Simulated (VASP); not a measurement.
Write the native input for VASP 6.6.1 that does the following.

| Quantity | Value |
| --- | --- |
| Task | single point |
| Functional | RPBE |
| Potentials or basis | VASP PAW PBE potentials, release 64 (Ge_d) |
| Cutoff | 520 eV |
| k mesh | 10 × 10 × 6 |
| Occupations | fermi-dirac, width 0.05 eV |
| Spin | no spin polarisation |
| Dipole correction | no |
| Further INCAR settings | ALGO = Normal; EDIFF = 1e-06; NBANDS = 21 |

The structure of Ge lies in POSCAR:

```
Ge
1.0
    1.4880529250     -2.5946896100      0.0000000000
    1.4880529250      2.5946896100      0.0000000000
    0.0000000000      0.0000000000      4.7275957900
Ge
2
Direct
    0.3334466300      0.6665533700      0.2500000000
    0.6665533700      0.3334466300      0.7500000000
```

One way to write it, as run:

INCAR

```
SYSTEM = Ge
ALGO     = Normal         ! electronic algorithm
EDIFF    = 1E-6           ! SCF threshold, eV
ENCUT    = 520            ! plane-wave cutoff, eV
GGA      = RP             ! functional
ISIF     = 2              ! what is computed and relaxed
ISMEAR   = -1             ! smearing method
LASPH    = .True.         ! aspherical terms in the spheres
LCHARG   = .False.        ! write CHGCAR
LREAL    = .False.        ! projectors in reciprocal space
LWAVE    = .False.        ! write WAVECAR
NBANDS   = 21             ! bands
NELM     = 60             ! most SCF steps
PREC     = Accurate       ! precision mode
SIGMA    = 0.05           ! smearing width, eV
```

KPOINTS

```
k-points
0
Gamma
  10 10 6
  0 0 0
```

Potentials or basis: VASP PAW PBE potentials, release 64 (Ge_d).

Command:

```sh
$ cat potpaw_PBE.64/Ge_d/POTCAR > POTCAR
$ mpirun -np 1 vasp_std > vasp.out
```

Results of the run:

| Property | Result |
| --- | --- |
| Pressure | 5.9 GPa |
| Band gap on the k mesh | zero (band 14 reaches 13.98 eV, above the bottom of band 15 at 4.96 eV) |

Caveat: the PAW data sets were made with another functional, which shifts forces and pressure a little.

Run time: 20 s on 1 thread of Intel(R) Xeon(R) 6975P-C (Granite Rapids), with other jobs on the host, peak memory 0.2 GiB.
